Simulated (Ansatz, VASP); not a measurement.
One calculation of Cl, two programs

INCAR

```
SYSTEM = Cl
  ALGO = Normal
  EDIFF = 1E-6
  ENCUT = 520
  ISIF = 2
  ISMEAR = -1
  LASPH = .True.
  LCHARG = .False.
  LREAL = .False.
  LWAVE = .False.
  NBANDS = 22
  NELM = 100
  PREC = Accurate
  SIGMA = 0.05
```

Contents of KPOINTS:

```
k-points
0
Gamma
  7 7 4
  0 0 0
```

The input POSCAR:

```
Cl
1.0
    3.2066823265     -2.2941288504      0.0000000000
    3.2066823265      2.2941288504      0.0000000000
    0.0000000000      0.0000000000      8.3710212721
Cl
4
Direct
    0.3700000000      0.6300000000      0.4000000000
    0.1300000000      0.8700000000      0.9000000000
    0.6300000000      0.3700000000      0.6000000000
    0.8700000000      0.1300000000      0.1000000000
```

The input input.yaml:

```yaml
crystal:
  lattice:
    - [3.2066823265, -2.2941288504, 0.0]
    - [3.2066823265, 2.2941288504, 0.0]
    - [0.0, 0.0, 8.3710212721]
  atoms:
    - { symbol: Cl, position: [0.37, 0.63, 0.4] }
    - { symbol: Cl, position: [0.13, 0.87, 0.9] }
    - { symbol: Cl, position: [0.63, 0.37, 0.6] }
    - { symbol: Cl, position: [0.87, 0.13, 0.1] }
kpoints:
  mp_grid: { grid: [7, 7, 4] }
scf:
  occupations: { method: fermi_dirac, width: 0.05 }
hamiltonian:
  xc: lda
  pseudopotentials: { kind: all_electron, lapw: { basis_error: 0.002 } }
output:
  forces: true
  stress: true
  eigenvalues: true
```

Change from the starting cell: volume scaled by 1.06.

Alike in both runs: task single point; functional LDA; k mesh 7 × 7 × 4; occupations fermi-dirac, width 0.05 eV; no spin polarisation.

|  | VASP | Ansatz |
| --- | --- | --- |
| version | VASP 6.6.1 | Ansatz 0.2.0 |
| potentials or method | VASP PAW LDA potentials, release 64 (Cl), cutoff 520 eV | all-electron LAPW, scalar-relativistic |

|  | VASP | Ansatz | Ansatz less VASP |
| --- | --- | --- | --- |
| gap on the k mesh at the Fermi level (eV) | 2.16 | 2.14 | -0.018 |
| least direct gap on the mesh (eV) | 2.21 | 2.19 | -0.017 |
| pressure (GPa) | -3.8 | -3.5 | +0.25 |
| traceless stress, the component that is largest in VASP (GPa) | 2.50 | 2.32 | -0.181 |
| rms of the force components (eV/Å) | 0.522 | 0.460 | -0.0623 |

LDA's correlation is that of Perdew and Zunger in VASP and of Perdew and Wang (1992) in Ansatz. Atom by atom the forces differ by 0.063 eV/Å (rms over components). Ansatz ran all-electron here, and VASP with PAW potentials.
